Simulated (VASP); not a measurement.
# PbSe (P1) in VASP: single point with PBE

Aim: the single point of PbSe with PBE.

Everything below comes from runs of VASP 6.6.1. Logs are shortened: lines on timing, memory, paths and dates and some standing lists are left out, and cuts for length are marked.

**1. The cell of the first run**

The typed cell holds 4 atoms: a = 5.334 Å, b = 5.358 Å, c = 4.173 Å, α = 90.51°, β = 89.15°, γ = 90.47°.

**2. Single point, PBE (atoms moved at random and the cell strained at random)**

Contents of INCAR:

```
SYSTEM = PbSe
  ALGO = Normal
  EDIFF = 1E-6
  ENCUT = 520
  GGA = PE
  ISIF = 2
  ISMEAR = 0
  LASPH = .True.
  LCHARG = .False.
  LREAL = .False.
  LWAVE = .False.
  NBANDS = 28
  NELM = 100
  PREC = Accurate
  SIGMA = 0.05
```

Contents of KPOINTS:

```
k-points
0
Gamma
  6 6 8
  0 0 0
```

Contents of POSCAR:

```
PbSe
1.0
    5.3338812782     -0.0220539267      0.0394048548
   -0.0220539267      5.3576926494     -0.0238346460
    0.0310944702     -0.0188079792      4.1729421719
Pb Se
2 2
Direct
    0.4889931414      0.0163078879      0.3065878606
    0.0080105347      0.4870399387      0.6870537463
   -0.0075249145     -0.0031053964      0.0050875143
    0.5105212384      0.4997575698      0.0012708789
```

Potentials or basis: VASP PAW PBE potentials, release 64 (Pb_d, Se).

On the command line:

```
cat potpaw_PBE.64/Pb_d/POTCAR potpaw_PBE.64/Se/POTCAR > POTCAR
mpirun -np 1 vasp_std > vasp.out
```

OUTCAR:

```text
SYSTEM = PbSe
   EDIFF = 1E-6
   ENCUT = 520
   GGA = PE
   ISIF = 2
   ISMEAR = 0
   LASPH = .True.
   LREAL = .False.
   NELM = 100
   PREC = Accurate

 ion  position               nearest neighbor table
   1  0.489  0.016  0.307-   4 2.90   3 2.95   3 2.95   4 3.04   2 3.92   2 4.06   2 4.12
   2  0.008  0.487  0.687-   4 2.94   3 2.95   4 3.00   3 3.03   1 3.92   1 4.06   1 4.12
   3  0.992  0.997  0.005-   1 2.95   1 2.95   2 2.95   2 3.03
   4  0.511  0.500  0.001-   1 2.90   2 2.94   2 3.00   1 3.04

  LATTYP: Found a triclinic cell.
 ALAT       =     4.1731004033
 B/A-ratio  =     1.6202755704
 C/A-ratio  =     1.2782037111
 COS(alpha) =     0.0026055266
 COS(beta)  =     0.0148566411
 COS(gamma) =     0.6100585872

  Lattice vectors:

 A1 = (  -0.0310944702,   0.0188079792,  -4.1729421719)
 A2 = (  -0.0090405435,  -5.3388846702,  -4.1491075259)
 A3 = (  -5.3338812782,   0.0220539267,  -0.0394048548)

Analysis of symmetry for initial positions (statically):
=====================================================================
 Subroutine PRICEL returns:
 Original cell was already a primitive cell.

 Routine SETGRP: Setting up the symmetry group for a
 triclinic supercell.

 Subroutine GETGRP returns: Found  1 space group operations
 (whereof  1 operations were pure point group operations)
 out of a pool of  2 trial point group operations.

The static configuration has the point symmetry C_1 .

Analysis of symmetry for dynamics (positions and initial velocities):
=====================================================================
 Subroutine PRICEL returns:
 Original cell was already a primitive cell.

 Routine SETGRP: Setting up the symmetry group for a
 triclinic supercell.

 Subroutine GETGRP returns: Found  1 space group operations
 (whereof  1 operations were pure point group operations)
 out of a pool of  2 trial point group operations.

The dynamic configuration has the point symmetry C_1 .

 Subroutine INISYM returns: Found  1 space group operations
 (whereof  1 operations are pure point group operations),
 and found     1 'primitive' translations

----------------------------------------------------------------------------------------

                                     Primitive cell

  volume of cell :     119.2405

  direct lattice vectors                    reciprocal lattice vectors
     5.333881278 -0.022053927  0.039404855     0.187494200  0.000765584 -0.001393653
    -0.022053927  5.357692649 -0.023834646     0.000765584  0.186654380  0.000835570
     0.031094470 -0.018807979  4.172942172    -0.001766124  0.001058887  0.239657007

  length of vectors
     5.334072422  5.357791055  4.173100403     0.187500942  0.186657820  0.239665854

  position of ions in fractional coordinates (direct lattice)
     0.488993141  0.016307888  0.306587861
     0.008010535  0.487039939  0.687053746
     0.992475085  0.996894604  0.005087514
     0.510521238  0.499757570  0.001270879

  ion indices of the primitive-cell ions
   primitive index   ion index
                 1           1
                 2           2
                 3           3
                 4           4

----------------------------------------------------------------------------------------

 KPOINTS: k-points

Automatic generation of k-mesh.
 Grid dimensions read from file:
 generate k-points for:    6    6    8

 Generating k-lattice:

  Cartesian coordinates                     Fractional coordinates (reciprocal lattice)
     0.031249033  0.000127597 -0.000232276     0.166666667 -0.000000000 -0.000000000
     0.000127597  0.031109063  0.000139262    -0.000000000  0.166666667  0.000000000
    -0.000220766  0.000132361  0.029957126    -0.000000000 -0.000000000  0.125000000

  Length of vectors
     0.031250157  0.031109637  0.029958232

  Shift w.r.t. Gamma in fractional coordinates (k-lattice)
     0.000000000  0.000000000  0.000000000

 Subroutine IBZKPT returns following result:
 ===========================================

 Found    148 irreducible k-points:

 Following reciprocal coordinates:
            Coordinates               Weight
  0.000000  0.000000  0.000000      1.000000
  0.166667  0.000000  0.000000      2.000000
  0.333333 -0.000000 -0.000000      2.000000
  0.500000  0.000000 -0.000000      1.000000
  0.000000  0.166667  0.000000      2.000000
  0.166667  0.166667 -0.000000      2.000000
[... 16 lines left out ...]
  0.333333 -0.000000  0.125000      2.000000
  0.500000  0.000000  0.125000      2.000000
 [... further k-points ...]
   k-points           NKPTS =    148   k-points in BZ     NKDIM =    148   number of bands    NBANDS=     28
   number of dos      NEDOS =    301   number of ions     NIONS =      4
   total plane-waves  NPLWV =  51200
   dimension x,y,z NGX =    40 NGY =   40 NGZ =   32
   dimension x,y,z NGXF=    80 NGYF=   80 NGZF=   64
   ions per type =               2   2
   NGX,Y,Z   is equivalent  to a cutoff of  12.47, 12.41, 12.75 a.u.
   NGXF,Y,Z  is equivalent  to a cutoff of  24.93, 24.82, 25.50 a.u.
 SYSTEM =  PbSe
   PREC   = accura    normal or accurate (medium, high low for compatibility)
   ISTART =      0    job   : 0-new  1-cont  2-samecut
   ICHARG =      2    charge: 1-file 2-atom 10-const
   ISPIN  =      1    spin polarized calculation?
   LNONCOLLINEAR =      F non collinear calculations
   LSORBIT =      F    spin-orbit coupling
   LASPH  =      T    aspherical Exc in radial PAW
   ENCUT  =  520.0 eV  38.22 Ry    6.18 a.u.   9.92  9.96  7.76*2*pi/ulx,y,z
   NELM   =    100;   NELMIN=  2; NELMDL= -5     # of ELM steps
   EDIFF  = 0.1E-05   stopping-criterion for ELM
   LREAL  =      F    real-space projection
   EDIFFG = 0.1E-04   stopping-criterion for IOM
   NSW    =      0    number of steps for IOM
   IBRION =     -1    ionic relax: 0-MD 1-quasi-New 2-CG
   NFREE  =      0    steps in history (QN), initial steepest desc. (CG)
   ISIF   =      2    stress and relaxation
   ISYM   =      2    0-nonsym 1-usesym 2-fastsym
   POTIM  = 0.5000    time-step for ionic-motion
   TEBEG  =    0.0;   TEEND  =   0.0 temperature during run
   PSTRESS=    0.0 pullay stress
   NELECT =      40.0000    total number of electrons
   NUPDOWN=      -1.0000    fix difference up-down
   EMIN   =  10.00;   EMAX   =-10.00  energy-range for DOS
   EFERMI =   0.00;   METHOD = LEGACY
   ISMEAR =     0;   SIGMA  =   0.05  broadening in eV -4-tet -1-fermi 0-gaus
   EFERMI_NEDOS =   21; number of points for ismear=-14 and -15
   IALGO  =     38    algorithm
   IMIX   =      4    mixing-type and parameters
     AMIX     =   0.40;   BMIX     =  1.00
     AMIX_MAG =   1.60;   BMIX_MAG =  1.00
  volume/ion in A,a.u.               =      29.81       201.17
  Fermi-wavevector in a.u.,A,eV,Ry     =   1.137506  2.149574 17.604843  1.293919
  Thomas-Fermi vector in A             =   2.274211
   LORBIT       =      0    0 simple, 1 ext, 2 COOP (PROOUT), +10 PAW based schemes
   GGA     = PE    functional components
   LHFCALC =     F    Hartree Fock is set to
   AEXX    =    0.0000 exact exchange contribution
   IVDW    =     0    specifies the selected vdW correction
   LEPSILON=     F    determine dielectric tensor
   LRPA    =     F    only Hartree local field effects (RPA)
 non-spin polarized calculation
 Gauss-broadening in eV      SIGMA  =   0.05
  energy-cutoff  :      520.00
  volume of cell :      119.24
 maximum number of plane-waves:      3237
   NGX = 19   NGY = 19   NGZ = 15

 number of electron      40.0000001 magnetization

 Free energy of the ion-electron system (eV)
  ---------------------------------------------------
  ext. energy  EPLUGINS =         0.00000000
  ---------------------------------------------------
  free energy    TOTEN  =       -15.67695299 eV

  energy without entropy =      -15.67695299  energy(sigma->0) =      -15.67695299

 E-fermi :   4.4727     XC(G=0):  -9.3694

 val. band max:        4.2767595700   @ k =   0.5000   0.5000   0.5000
 cond. band min:       4.6699370038   @ k =  -0.1667   0.1667   0.3750
 fundamental gap:      0.3931774339
 Fermi energy:         4.4726571161

 k-point     1 :       0.0000    0.0000    0.0000
  band No.  band energies     occupation
      1     -12.3522      2.00000
      2     -12.3464      2.00000
      3     -12.3154      2.00000
      4     -12.3096      2.00000
      5     -12.3063      2.00000
      6     -12.2825      2.00000
[... 20 lines left out ...]
     27      10.0939      0.00000
     28      10.8471      0.00000

 k-point     2 :       0.1667    0.0000    0.0000
  band No.  band energies     occupation
      1     -12.3466      2.00000
      2     -12.3439      2.00000
      3     -12.3141      2.00000
      4     -12.3093      2.00000
      5     -12.3045      2.00000
      6     -12.2811      2.00000
[... 20 lines left out ...]
     27      10.4940      0.00000
     28      11.4020      0.00000

 k-point     3 :       0.3333   -0.0000   -0.0000
  band No.  band energies     occupation
      1     -12.3451      2.00000
      2     -12.3283      2.00000
      3     -12.3107      2.00000
      4     -12.3085      2.00000
      5     -12.3011      2.00000
      6     -12.2777      2.00000
[... 20 lines left out ...]
     27      11.2957      0.00000
     28      11.4984      0.00000

 k-point     4 :       0.5000    0.0000   -0.0000
  band No.  band energies     occupation
      1     -12.3444      2.00000
      2     -12.3212      2.00000
      3     -12.3088      2.00000
      4     -12.3050      2.00000
      5     -12.3011      2.00000
      6     -12.2745      2.00000
[... 578 lines left out ...]
     27      10.8116      0.00000
     28      11.4990      0.00000

 k-point    23 :       0.3333   -0.0000    0.1250
  band No.  band energies     occupation
      1     -12.3411      2.00000
      2     -12.3312      2.00000
      3     -12.3128      2.00000
      4     -12.3097      2.00000
      5     -12.2959      2.00000
      6     -12.2810      2.00000
[... 20 lines left out ...]
     27      11.3742      0.00000
     28      11.8561      0.00000

 k-point    24 :       0.5000    0.0000    0.1250
  band No.  band energies     occupation
      1     -12.3399      2.00000
      2     -12.3270      2.00000
      3     -12.3123      2.00000
      4     -12.3016      2.00000
      5     -12.2974      2.00000
      6     -12.2799      2.00000
[... 20 lines left out ...]
     27      11.6573      0.00000
     28      11.8148      0.00000

 [... further k-points ...]
[... 5 lines left out ...]
  --------------------------------------------------------------------------------------
  -------------------------------------------------------------------------------------
  Total        0.8863247      0.5708321      0.7660997      0.1370937     -0.2332951     -0.1125633
  in kB       11.9091238      7.6699995     10.2937183      1.8420623     -3.1346754     -1.5124599
  external PRESSURE =       9.9576139 kB  Pullay stress =       0.0000000 kB

 VOLUME and BASIS-vectors are now :
 -----------------------------------------------------------------------------
  energy-cutoff  :      520.00
  volume of cell :      119.24
      direct lattice vectors                 reciprocal lattice vectors
     5.333881278 -0.022053927  0.039404855     0.187494200  0.000765584 -0.001393653
    -0.022053927  5.357692649 -0.023834646     0.000765584  0.186654380  0.000835570
     0.031094470 -0.018807979  4.172942172    -0.001766124  0.001058887  0.239657007

 POSITION                                       TOTAL-FORCE (eV/Angst)
 -----------------------------------------------------------------------------------
      2.61740      0.07082      1.29825         0.026945     -0.148482      0.245161
      0.05335      2.59631      2.85574         0.000187      0.098718     -0.107533
      5.27192      5.31907      0.03658         0.105423     -0.014054     -0.103263
      2.71208      2.66626      0.01351        -0.132555      0.063819     -0.034365
 -----------------------------------------------------------------------------------
    total drift:                                0.000169     -0.000579     -0.000379

  FREE ENERGIE OF THE ION-ELECTRON SYSTEM (eV)
  ---------------------------------------------------
  free  energy   TOTEN  =       -15.6769529926 eV

  energy  without entropy=      -15.6769529925  energy(sigma->0) =      -15.67695299
```

It took 7 min on 1 thread of Oxide Virtual Turin-like, shared host; peak memory 0.49 GiB.

Results:

```
Free energy            : -15.6770 eV
Pressure               : 1.0 GPa
Largest force          : 0.288 eV/Å
Band gap on the k mesh : 0.39 eV (least direct gap 0.84 eV)
```

Forces on the atoms (eV/Å):
```
Pb   0.027 -0.148  0.245
Pb   0.000  0.099 -0.108
Se   0.105 -0.014 -0.103
Se  -0.133  0.064 -0.034
```

Levels at points of the mesh, in eV from the valence-band top:
```
           k point  band 18  band 19  band 20  band 21  band 22  band 23
(0.00, 0.00, 0.00)    -1.32    -0.94    -0.21     2.02     3.98     4.64
(0.50, 0.00, 0.00)    -1.20    -0.41    -0.30     1.93     2.10     4.68
(0.00, 0.50, 0.00)    -1.22    -0.37    -0.31     1.83     2.10     4.60
(0.50, 0.50, 0.00)    -0.56    -0.18    -0.14     0.94     0.97     3.44
(0.00, 0.00, 0.50)    -1.49    -1.22    -1.09     0.81     0.97     1.28
(0.50, 0.00, 0.50)    -2.16    -1.20    -1.11     2.32     2.54     2.61
(0.00, 0.50, 0.50)    -2.26    -1.22    -1.04     2.26     2.57     2.69
(0.50, 0.50, 0.50)    -2.99    -0.06     0.00     3.77     3.81     4.16
```

Caveat: the cell differs from its parent crystal (atoms moved at random and the cell strained at random); spin-orbit coupling is left out, which moves the levels of the heavy elements. A k mesh can miss the band edges.
